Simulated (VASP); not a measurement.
# SrCl2: electric field gradients with PBE

Crystal: SrCl2.

```xyz
3
Lattice="0.0349 3.4855 3.4855 3.4855 0.0349 3.4855 3.5204 3.5204 0.0000" Properties=species:S:1:pos:R:3 pbc="T T T"
Sr    0.0000    0.0000    0.0000
Cl    1.7602    1.7602    1.7428
Cl    5.2805    5.2805    5.2283
```

This cell differs from its parent crystal: xy shear strain of +2 %.

```yaml
Program: VASP 6.6.1
Task: electric field gradients
Functional: PBE
Potentials_or_basis: VASP PAW PBE potentials, release 64 (Sr_sv, Cl)
Cutoff: 520 eV
k_mesh: 8 × 8 × 8
Occupations: fermi-dirac, width 0.01 eV
Spin: no spin polarisation
Dipole_correction: no
Further_INCAR_settings: ALGO = Normal; EDIFF = 1e-08; NBANDS = 19
```

- Pressure: 1.2 GPa
- Largest force: 0.051 eV/Å
- Band gap on the k mesh: 5.35 eV, indirect (least direct gap 5.51 eV)

Forces on the atoms (eV/Å):
```
Sr   0.000  0.000  0.000
Cl   0.000  0.000 -0.051
Cl   0.000  0.000  0.051
```

Stress tensor (GPa, compression positive):
```
 1.19 -0.31  0.00
-0.31  1.19  0.00
 0.00  0.00  1.19
```

Levels at points of the mesh, in eV from the valence-band top:
```tsv
k point	band 8	band 9	band 10	band 11	band 12	band 13	band 14	band 15	band 16	band 17
(0.00, 0.00, 0.00)	-2.13	-2.13	-0.35	-0.34	-0.32	5.35	6.10	6.10	8.93	9.04
(0.50, 0.00, 0.00)	-1.56	-1.51	-1.32	-1.06	-1.05	6.70	6.76	7.54	7.88	8.58
(0.50, 0.50, 0.00)	-1.91	-1.85	-0.45	-0.36	0.00	5.51	7.04	7.61	7.95	8.08
(0.00, 0.00, 0.50)	-1.58	-1.49	-1.33	-1.05	-1.04	6.67	6.73	7.49	7.87	8.59
(0.50, 0.00, 0.50)	-1.88	-1.88	-0.41	-0.41	0.00	5.51	7.04	7.61	8.01	8.02
```

Electric field gradients, principal values (V/Å²):
```tsv
atom	least	middle	greatest (by size)
1 Sr	-0.165	-6.917	7.082
2 Cl	0.014	0.126	-0.140
3 Cl	0.014	0.126	-0.140
```

Wall time 2.8 min on 1 thread of Intel(R) Xeon(R) Platinum 8488C (Sapphire Rapids), on a shared host, peak memory 0.33 GiB.

Caveat: the cell differs from its parent crystal (xy shear strain of +2 %); without QUAD_EFG the Cq values of the log hold for a quadrupole moment of 1 mb, not for the nuclei. A k mesh can miss the band edges.
